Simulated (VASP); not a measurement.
# CuO (Cc) in VASP: single point with HSE06

Aim: the single point of CuO with HSE06.

Program: VASP 6.6.1. These are calculated values, not measurements. Logs are shortened: lines on timing, memory, paths and dates and some standing lists are left out, and cuts for length are marked.

## (1) The cell of the first run

The structure is monoclinic, space group Cc (No. 9). Conventional cell: a = 4.689 Å, b = 3.427 Å, c = 5.132 Å, α = 90.00°, β = 99.65°, γ = 90.00°. Within 2.5 Å of Cu (site symmetry 1) lie 4 O at 1.91 to 2.02 Å. O (site symmetry 1) has 4 Cu at 1.91 to 2.02 Å within 2.5 Å.

## (2) Single point, HSE06

File POSCAR:

```
CuO
1.0
    2.3446500000     -1.7134000000      0.0000000000
    2.3446500000      1.7134000000      0.0000000000
   -0.8605500000      0.0000000000      5.0594400000
Cu O
2 2
Direct
    0.0032000000      0.4968000000      0.0000000000
    0.4968000000      0.0032000000      0.5000000000
    0.5714000000      0.4056000000      0.2537000000
    0.4056000000      0.5714000000      0.7537000000
```

File INCAR.step1:

```
PREC     = Accurate       # precision mode
ENCUT    = 520            # plane-wave cutoff, eV
EDIFF    = 1E-5           # SCF threshold, eV
ISMEAR   = 0              # smearing method
SIGMA    = 0.05           # smearing width, eV
LREAL    = False          # projectors in reciprocal space
LASPH    = True           # aspherical terms in the spheres
NELM     = 60             # most SCF steps
ALGO     = Normal         # electronic algorithm
ISIF     = 2              # what is computed and relaxed
LWAVE    = True           # write WAVECAR
GGA      = PE             # functional
NBANDS   = 25             # bands
```

File INCAR.step2:

```
PREC     = Accurate       # precision mode
ENCUT    = 520            # plane-wave cutoff, eV
EDIFF    = 1E-6           # SCF threshold, eV
ISMEAR   = 0              # smearing method
SIGMA    = 0.05           # smearing width, eV
LREAL    = False          # projectors in reciprocal space
LASPH    = True           # aspherical terms in the spheres
NELM     = 60             # most SCF steps
ALGO     = Normal         # electronic algorithm
ISIF     = 2              # what is computed and relaxed
LWAVE    = False          # write WAVECAR
LCHARG   = True           # write CHGCAR
GGA      = PE             # functional
LHFCALC  = True           # exact exchange
HFSCREEN = 0.2079         # screening, 1/A
PRECFOCK = Normal       
LELF     = True           # ELF
LVHAR    = True         
ISTART   = 1            
NBANDS   = 25             # bands
```

File KPOINTS:

```
Automatic mesh
0
Gamma
  5 5 3
```

Potentials or basis: VASP PAW PBE potentials, release 64 (Cu, O).

On the command line:

```bash
cat potpaw_PBE.64/Cu/POTCAR potpaw_PBE.64/O/POTCAR > POTCAR
cp INCAR.step1 INCAR
mpirun -np 1 vasp_std > vasp.out
cp INCAR.step2 INCAR
mpirun -np 1 vasp_std > vasp.out
```

OUTCAR:

```text
PREC = Accurate
   ENCUT = 520
   EDIFF = 1E-6
   ISMEAR = 0
   LREAL = False
   LASPH = True
   NELM = 60
   ISIF = 2
   GGA = PE
   LHFCALC = True
   HFSCREEN = 0.2079
   PRECFOCK = Normal
   ISTART = 1

 ion  position               nearest neighbor table
   1  0.003  0.497  0.000-   4 1.91   3 1.93   4 1.98   3 2.02
   2  0.497  0.003  0.500-   3 1.91   4 1.93   3 1.98   4 2.02
   3  0.571  0.406  0.254-   2 1.91   1 1.93   2 1.98   1 2.02
   4  0.406  0.571  0.754-   1 1.91   2 1.93   1 1.98   2 2.02

  LATTYP: Found a base centered monoclinic cell.
 ALAT       =     4.6893000000
 B/A-ratio  =     0.7307700510
 C/A-ratio  =     1.0944283424
 COS(beta)  =    -0.1676798048

  Lattice vectors:

 A1 = (   2.3446500000,  -1.7134000000,   0.0000000000)
 A2 = (   2.3446500000,   1.7134000000,   0.0000000000)
 A3 = (  -0.8605500000,   0.0000000000,   5.0594400000)

Analysis of symmetry for initial positions (statically):
=====================================================================
 Subroutine PRICEL returns:
 Original cell was already a primitive cell.

 Routine SETGRP: Setting up the symmetry group for a
 base centered monoclinic supercell.

 Subroutine GETGRP returns: Found  2 space group operations
 (whereof  1 operations were pure point group operations)
 out of a pool of  4 trial point group operations.

The static configuration has the point symmetry C_1 .
 The point group associated with its full space group is C_1h.

Analysis of symmetry for dynamics (positions and initial velocities):
=====================================================================
 Subroutine PRICEL returns:
 Original cell was already a primitive cell.

 Routine SETGRP: Setting up the symmetry group for a
 base centered monoclinic supercell.

 Subroutine GETGRP returns: Found  2 space group operations
 (whereof  1 operations were pure point group operations)
 out of a pool of  4 trial point group operations.

The dynamic configuration has the point symmetry C_1 .
 The point group associated with its full space group is C_1h.

 Subroutine INISYM returns: Found  2 space group operations
 (whereof  1 operations are pure point group operations),
 and found     1 'primitive' translations

----------------------------------------------------------------------------------------

                                     Primitive cell

  volume of cell :      40.6508

  direct lattice vectors                    reciprocal lattice vectors
     2.344650000 -1.713400000  0.000000000     0.213251445 -0.291817439  0.036271510
     2.344650000  1.713400000  0.000000000     0.213251445  0.291817439  0.036271510
    -0.860550000  0.000000000  5.059440000     0.000000000  0.000000000  0.197650333

  length of vectors
     2.903984019  2.903984019  5.132102826     0.363248151  0.363248151  0.197650333

  position of ions in fractional coordinates (direct lattice)
     0.003200000  0.496800000  0.000000000
     0.496800000  0.003200000  0.500000000
     0.571400000  0.405600000  0.253700000
     0.405600000  0.571400000  0.753700000

  ion indices of the primitive-cell ions
   primitive index   ion index
                 1           1
                 2           2
                 3           3
                 4           4

----------------------------------------------------------------------------------------

 KPOINTS: Automatic mesh

Automatic generation of k-mesh.
 Grid dimensions read from file:
 generate k-points for:    5    5    3

 Generating k-lattice:

  Cartesian coordinates                     Fractional coordinates (reciprocal lattice)
     0.042650289 -0.058363488  0.007254302     0.200000000 -0.000000000  0.000000000
     0.042650289  0.058363488  0.007254302    -0.000000000  0.200000000  0.000000000
     0.000000000  0.000000000  0.065883444     0.000000000  0.000000000  0.333333333

  Length of vectors
     0.072649630  0.072649630  0.065883444

  Shift w.r.t. Gamma in fractional coordinates (k-lattice)
     0.000000000  0.000000000  0.000000000

 Subroutine IBZKPT returns following result:
 ===========================================

 Found     24 irreducible k-points:

 Following reciprocal coordinates:
            Coordinates               Weight
  0.000000  0.000000  0.000000      1.000000
  0.200000 -0.000000  0.000000      4.000000
  0.400000  0.000000  0.000000      4.000000
  0.200000  0.200000  0.000000      2.000000
  0.400000  0.200000  0.000000      4.000000
 -0.400000  0.200000  0.000000      4.000000
[... 16 lines left out ...]
 -0.200000 -0.400000  0.333333      4.000000
 -0.200000 -0.200000  0.333333      2.000000
   k-points           NKPTS =     24   k-points in BZ     NKDIM =     75   number of bands    NBANDS=     25
   number of dos      NEDOS =    301   number of ions     NIONS =      4
   total plane-waves  NPLWV =  23040
   dimension x,y,z NGX =    24 NGY =   24 NGZ =   40
   dimension x,y,z NGXF=    48 NGYF=   48 NGZF=   80
   ions per type =               2   2
   NGX,Y,Z   is equivalent  to a cutoff of  13.74, 13.74, 12.96 a.u.
   NGXF,Y,Z  is equivalent  to a cutoff of  27.48, 27.48, 25.91 a.u.
 SYSTEM =  unknown system
   PREC   = accura    normal or accurate (medium, high low for compatibility)
   ISTART =      1    job   : 0-new  1-cont  2-samecut
   ICHARG =      0    charge: 1-file 2-atom 10-const
   ISPIN  =      1    spin polarized calculation?
   LNONCOLLINEAR =      F non collinear calculations
   LSORBIT =      F    spin-orbit coupling
   LASPH  =      T    aspherical Exc in radial PAW
   ENCUT  =  520.0 eV  38.22 Ry    6.18 a.u.   5.40  5.40  9.54*2*pi/ulx,y,z
   NELM   =     60;   NELMIN=  2; NELMDL=  0     # of ELM steps
   EDIFF  = 0.1E-05   stopping-criterion for ELM
   LREAL  =      F    real-space projection
   EDIFFG = 0.1E-04   stopping-criterion for IOM
   NSW    =      0    number of steps for IOM
   IBRION =     -1    ionic relax: 0-MD 1-quasi-New 2-CG
   NFREE  =      0    steps in history (QN), initial steepest desc. (CG)
   ISIF   =      2    stress and relaxation
   ISYM   =      3    0-nonsym 1-usesym 2-fastsym
   POTIM  = 0.5000    time-step for ionic-motion
   TEBEG  =    0.0;   TEEND  =   0.0 temperature during run
   PSTRESS=    0.0 pullay stress
   NELECT =      34.0000    total number of electrons
   NUPDOWN=      -1.0000    fix difference up-down
   EMIN   =  10.00;   EMAX   =-10.00  energy-range for DOS
   EFERMI =   0.00;   METHOD = LEGACY
   ISMEAR =     0;   SIGMA  =   0.05  broadening in eV -4-tet -1-fermi 0-gaus
   EFERMI_NEDOS =   21; number of points for ismear=-14 and -15
   IALGO  =     38    algorithm
   IMIX   =      1    mixing-type and parameters
     AMIX     =   0.40;   BMIX     =  1.00
     AMIX_MAG =   1.60;   BMIX_MAG =  1.00
  volume/ion in A,a.u.               =      10.16        68.58
  Fermi-wavevector in a.u.,A,eV,Ry     =   1.542451  2.914810 32.370373  2.379155
  Thomas-Fermi vector in A             =   2.648254
   LORBIT       =      0    0 simple, 1 ext, 2 COOP (PROOUT), +10 PAW based schemes
   GGA     = PE    functional components
   LHFCALC =     T    Hartree Fock is set to
   PRECFOCK=normal    Normal, Fast or Accurate (Low or Medium for compatibility)
   ENCUT4O =  -1.0   cutoff for four orbital integrals eV
   NKREDX  =     1    reduce k-point grid by
   NKREDY  =     1    reduce k-point grid by
   NKREDZ  =     1    reduce k-point grid by
   AEXX    =    0.2500 exact exchange contribution
   HFSCREEN=    0.2079 screening length (either q_TF or 0.3 A-1)
   HFSCREENC=   0.2079 screening length for correlation (either q_TF or 0.3 A-1)
   ENCUTFOCK=  -1.0 apply spherical cutoff to Coloumb kernel
   IVDW    =     0    specifies the selected vdW correction
   LEPSILON=     F    determine dielectric tensor
   LRPA    =     F    only Hartree local field effects (RPA)
 non-spin polarized calculation
 Gauss-broadening in eV      SIGMA  =   0.05
  energy-cutoff  :      520.00
  volume of cell :       40.65
 maximum number of plane-waves:      1129
 NGX is ok and might be reduce to    24
  NGX = 18; NGY = 18; NGZ = 30

 number of electron      33.9999999 magnetization

 Free energy of the ion-electron system (eV)
  ---------------------------------------------------
  ext. energy  EPLUGINS =         0.00000000
  ---------------------------------------------------
  free energy    TOTEN  =       -22.82393219 eV

  energy without entropy =      -22.82113877  energy(sigma->0) =      -22.82253548

 E-fermi :   5.1962     XC(G=0):  -9.6967

 val. band max:        5.1945180961   @ k =   0.4000   0.0000   0.0000
 cond. band min:       5.3317554672   @ k =   0.2000   0.2000   0.3333
 fundamental gap:      0.1372373710
 Fermi energy:         5.1961985774

 k-point     1 :       0.0000    0.0000    0.0000
  band No.  band energies     occupation
      1     -17.0158      2.00000
      2     -15.6429      2.00000
      3      -4.0751      2.00000
      4      -1.3768      2.00000
      5      -1.0922      2.00000
      6       0.2923      2.00000
[... 17 lines left out ...]
     24      22.8740      0.00000
     25      23.1823      0.00000

 k-point     2 :       0.2000   -0.0000    0.0000
  band No.  band energies     occupation
      1     -16.7563      2.00000
      2     -15.5631      2.00000
      3      -3.6535      2.00000
      4      -1.4760      2.00000
      5      -1.1707      2.00000
      6      -0.9132      2.00000
[... 17 lines left out ...]
     24      21.6321      0.00000
     25      23.1269      0.00000

 k-point     3 :       0.4000    0.0000    0.0000
  band No.  band energies     occupation
      1     -16.2918      2.00000
      2     -15.4319      2.00000
      3      -2.9823      2.00000
      4      -2.7541      2.00000
      5      -1.6448      2.00000
      6      -0.9776      2.00000
[... 17 lines left out ...]
     24      19.7223      0.00000
     25      22.3460      0.00000

 k-point     4 :       0.2000    0.2000    0.0000
  band No.  band energies     occupation
      1     -16.5988      2.00000
      2     -15.5376      2.00000
      3      -3.3416      2.00000
      4      -1.2843      2.00000
      5      -1.2170      2.00000
      6      -0.7778      2.00000
[... 17 lines left out ...]
     24      22.0373      0.00000
     25      22.5678      0.00000
[... 477 lines left out ...]
 k-point    22 :      -0.4000   -0.4000    0.3333
  band No.  band energies     occupation
      1     -15.7669      2.00000
      2     -15.4458      2.00000
      3      -2.6649      2.00000
      4      -1.8491      2.00000
      5      -1.6780      2.00000
      6      -1.1104      2.00000
[... 17 lines left out ...]
     24      19.8319      0.00000
     25      22.2148      0.00000

 k-point    23 :      -0.2000   -0.4000    0.3333
  band No.  band energies     occupation
      1     -16.0494      2.00000
      2     -15.5626      2.00000
      3      -2.6010      2.00000
      4      -2.1382      2.00000
      5      -1.5324      2.00000
      6      -1.3690      2.00000
[... 17 lines left out ...]
     24      20.8802      0.00000
     25      21.2849      0.00000

 k-point    24 :      -0.2000   -0.2000    0.3333
  band No.  band energies     occupation
      1     -16.4196      2.00000
      2     -15.7641      2.00000
      3      -2.7825      2.00000
      4      -1.7015      2.00000
      5      -1.1691      2.00000
      6      -0.5862      2.00000
[... 17 lines left out ...]
     24      20.5852      0.00000
     25      22.5319      0.00000

------------------------ aborting loop because EDIFF is reached ----------------------------------------

  FORCE on cell =-STRESS in cart. coord.  units (eV):
  Direction    XX          YY          ZZ          XY          YZ          ZX
  --------------------------------------------------------------------------------------
  -------------------------------------------------------------------------------------
  Total        0.1863786      0.3049429     -0.0255554      0.0000000      0.0000000     -0.4354962
  in kB        7.3457728     12.0187671     -1.0072190      0.0000000      0.0000000    -17.1642834
  external PRESSURE =       6.1191070 kB  Pullay stress =       0.0000000 kB

 VOLUME and BASIS-vectors are now :
 -----------------------------------------------------------------------------
  energy-cutoff  :      520.00
  volume of cell :       40.65
      direct lattice vectors                 reciprocal lattice vectors
     2.344650000 -1.713400000  0.000000000     0.213251445 -0.291817439  0.036271510
     2.344650000  1.713400000  0.000000000     0.213251445  0.291817439  0.036271510
    -0.860550000  0.000000000  5.059440000     0.000000000  0.000000000  0.197650333

 POSITION                                       TOTAL-FORCE (eV/Angst)
 -----------------------------------------------------------------------------------
      1.17233      0.84573      0.00000        -0.576276      0.349457      0.256069
      0.74205     -0.84573      2.52972        -0.576276     -0.349457      0.256069
      2.07240     -0.28408      1.28358         0.576276      0.287351     -0.256069
      1.64213      0.28408      3.81330         0.576276     -0.287351     -0.256069
 -----------------------------------------------------------------------------------
    total drift:                               -0.000468      0.000063     -0.000442

  FREE ENERGIE OF THE ION-ELECTRON SYSTEM (eV)
  ---------------------------------------------------
  free  energy   TOTEN  =       -22.8239321927 eV

  energy  without entropy=      -22.8211387686  energy(sigma->0) =      -22.82253548
```

Wall time 60 min (1 thread of Intel Xeon Platinum 8259CL at 2.50GHz (Skylake/Cascade Lake), shared host); peak memory 0.29 GiB.

What came out:

```
Free energy            : -22.8239 eV
Pressure               : 0.6 GPa
Largest force          : 0.721 eV/Å
Band gap on the k mesh : zero (bands 17 and 18 overlap by 0.30 eV)
```

Forces on the atoms (eV/Å):
```
Cu  -0.576  0.349  0.256
Cu  -0.576 -0.349  0.256
O    0.576  0.287 -0.256
O    0.576 -0.287 -0.256
```

Levels at points of the mesh, in eV from the Fermi level:
```
           k point  band 15  band 16  band 17  band 18  band 19  band 20
(0.00, 0.00, 0.00)    -3.12    -3.08     0.18     1.24     2.58     7.08
```

Caveat: the k points lie up to 0.46 Å⁻¹ apart; the PAW data sets were made with another functional, which shifts forces and pressure a little.

The gap in the log of VASP goes by the Fermi energy; the results here count the filled bands.